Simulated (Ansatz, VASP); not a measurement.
# Two plane-wave programs on RbMgSbO3

File INCAR:

```
ALGO = Normal
EDIFF = 1E-6
ENCUT = 840
GGA = PE
GGA_COMPAT = False
ISIF = 2
ISMEAR = -1
LASPH = True
LCHARG = False
LREAL = False
LWAVE = False
NBANDS = 35
NELM = 120
PREC = Accurate
SIGMA = 0.05
```

KPOINTS

```
k-points
0
Gamma
  6 6 6
```

File POSCAR:

```
RbMgSbO3
1.0
    3.1219137972      1.8024377712      3.7442942128
   -3.1219137972      1.8024377712      3.7442942128
    0.0000000000     -3.6048755423      3.7442942128
Sb Rb Mg O
1 1 1 3
Direct
    0.5701276200      0.5701276200      0.5701276200
    0.8952780900      0.8952780900      0.8952780900
    0.3185392300      0.3185392300      0.3185392300
    0.4946454750      0.9672602300      0.4946454750
    0.9672602300      0.4946454750      0.4946454750
    0.4946454750      0.4946454750      0.9672602300
```

Contents of input.yaml:

```yaml
crystal:
  lattice:
    - [3.1219137972, 1.8024377712, 3.7442942128]
    - [-3.1219137972, 1.8024377712, 3.7442942128]
    - [0.0, -3.6048755423, 3.7442942128]
  atoms:
    - { symbol: Sb, position: [0.57012762, 0.57012762, 0.57012762] }
    - { symbol: Rb, position: [0.89527809, 0.89527809, 0.89527809] }
    - { symbol: Mg, position: [0.31853923, 0.31853923, 0.31853923] }
    - { symbol: O, position: [0.494645475, 0.96726023, 0.494645475] }
    - { symbol: O, position: [0.96726023, 0.494645475, 0.494645475] }
    - { symbol: O, position: [0.494645475, 0.494645475, 0.96726023] }
hamiltonian:
  xc: pbe
  pseudopotentials: { kind: paw }
kpoints:
  mp_grid: { grid: [6, 6, 6] }
scf:
  occupations: { method: fermi_dirac, width: 0.05 }
output:
  forces: true
  stress: true
  eigenvalues: true
  write_density: true
  write_potential: true
  elf: true
  volumetric_format: npy
```

Alike in both runs: task single point; functional PBE; k mesh 6 × 6 × 6; occupations fermi-dirac, width 0.05 eV; no spin polarisation.

```csv
,VASP,Ansatz
version,VASP 6.6.1,Ansatz 0.2.0
potentials or method,"VASP PAW PBE potentials, release 64 (Sb_d_GW, Rb_sv, Mg_sv, O)",Ansatz PAW
plane-wave cutoff (eV),840,420
valence electrons in the cell,52,52
```

Ansatz gave:

- gap on the k mesh at the Fermi level (eV): 2.80
- least direct gap on the mesh (eV): 2.83
- pressure (GPa): 2.3
- traceless stress, the component that is largest in VASP (GPa): 0.99
- rms of the force components (eV/Å): 0.071

Task: What did VASP give for the same quantities?

Result: gap on the k mesh at the Fermi level (eV): 2.80; least direct gap on the mesh (eV): 2.83; pressure (GPa): 2.4; traceless stress, the component that is largest in VASP (GPa): 0.86; rms of the force components (eV/Å): 0.092.

Atom by atom the forces differ by 0.021 eV/Å (rms over components).

Neither program's run includes spin-orbit coupling.
